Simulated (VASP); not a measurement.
Runs of VASP 6.6.1 on Cu. The structure is that of space group P6_3/mmc (No. 194), or close to it. The cells are those of the table. 

```tsv
cell	further INCAR settings	gap on the mesh (eV)	pressure (GPa)
a = 2.661, b = 2.661, c = 4.113 Å, angles 90.0, 90.0, 120.0°, 2 atoms	ALGO = Fast; EDIFF = 1e-06; NBANDS = 18	none	(b)
a = 2.407, b = 2.407, c = 4.318 Å, angles 90.0, 90.0, 120.0°, 2 atoms	ALGO = Fast; EDIFF = 1e-06; NBANDS = 18	none	20.4
a = 2.471, b = 2.471, c = 4.215 Å, angles 90.0, 90.0, 120.0°, 2 atoms	ALGO = Fast; EDIFF = 1e-06; NBANDS = 18	none	13.0
a = 2.597, b = 2.597, c = 4.318 Å, angles 90.0, 90.0, 120.0°, 2 atoms	ALGO = Fast; EDIFF = 1e-07; NBANDS = 18	none	-5.8
a = 2.471, b = 2.471, c = 4.113 Å, angles 90.0, 90.0, 120.0°, 2 atoms	ALGO = Fast; EDIFF = 1e-06; NBANDS = 18	none	17.8
a = 2.597, b = 2.597, c = 3.907 Å, angles 90.0, 90.0, 120.0°, 2 atoms	ALGO = Fast; EDIFF = 1e-06; NBANDS = 18	none	10.4
a = 2.661, b = 2.661, c = 4.010 Å, angles 90.0, 90.0, 120.0°, 2 atoms	ALGO = Fast; EDIFF = 1e-07; NBANDS = 18	none	-2.0
a = 2.661, b = 2.661, c = 3.907 Å, angles 90.0, 90.0, 120.0°, 2 atoms	ALGO = Fast; EDIFF = 1e-07; NBANDS = 18	none	2.3
a = 2.597, b = 2.597, c = 4.215 Å, angles 90.0, 90.0, 120.0°, 2 atoms	ALGO = Fast; EDIFF = 1e-06; NBANDS = 18	none	-2.6
a = 2.661, b = 2.661, c = 4.215 Å, angles 90.0, 90.0, 120.0°, 2 atoms	ALGO = Fast; EDIFF = 1e-06; NBANDS = 18	none	(c)
a = 2.597, b = 2.597, c = 4.113 Å, angles 90.0, 90.0, 120.0°, 2 atoms	ALGO = Fast; EDIFF = 1e-06; NBANDS = 18	none	0.9
a = 2.407, b = 2.407, c = 4.215 Å, angles 90.0, 90.0, 120.0°, 2 atoms	ALGO = Fast; EDIFF = 1e-06; NBANDS = 18	none	(a)
```

Alike in all rows: task single point; level PBE; potentials or basis VASP PAW PBE potentials, release 64 (Cu); no spin polarisation; k mesh 24 × 24 × 12; cutoff (eV) 520; smearing gaussian 0.15 eV.

Problem. Fill in the values left out.

Solution. (a) 25.2; (b) -4.8; (c) -8.1.

A gap of «none» marks levels without a gap at the run's occupations.
